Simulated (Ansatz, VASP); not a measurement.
AlV2C: VASP beside Ansatz

```
Al V C
1.0
     2.88760    0.00000    0.00000
    -1.44380    2.50073    0.00000
     0.00000    0.00000   13.10482
Al V C
2 4 2
Direct
  0.33333 0.66667 0.25000
  0.66667 0.33333 0.75000
  0.33333 0.66667 0.58638
  0.66667 0.33333 0.41362
  0.66667 0.33333 0.08638
  0.33333 0.66667 0.91362
  0.00000 0.00000 0.00000
  0.00000 0.00000 0.50000
```

Alike in both runs: task single point; functional PBE; k mesh 6 × 6 × 2; occupations gaussian, width 0.1 eV; collinear spin.

```csv
,VASP,Ansatz
version,VASP 6.6.1,Ansatz 0.2.0
potentials or method,"VASP PAW PBE potentials, release 64 (Al, V_sv, C), cutoff 520 eV","scalar-relativistic, plane waves, PAW"
valence electrons in the cell,66,66
```

VASP gave:

* gap on the k mesh at the Fermi level (eV): none
* pressure (GPa): 2.3
* traceless stress, the component that is largest in VASP (GPa): 0.22
* rms of the force components (eV/Å): 0.046
* net moment per atom (μB): 0.00

**Question.** Estimate Ansatz's values.

**Answer.** gap on the k mesh at the Fermi level (eV): none; pressure (GPa): 2.0; traceless stress, the component that is largest in VASP (GPa): 0.24; rms of the force components (eV/Å): 0.027; net moment per atom (μB): 0.00.

Atom by atom the forces differ by 0.019 eV/Å (rms over components). A gap of «none» marks a metal or a gap that the smearing closes. With one functional, cell and mesh, what is left measures potentials, basis and numerics. Ansatz's warnings: seeded moment not kept.

The k mesh is coarse, so the values compare programs but aren't converged.
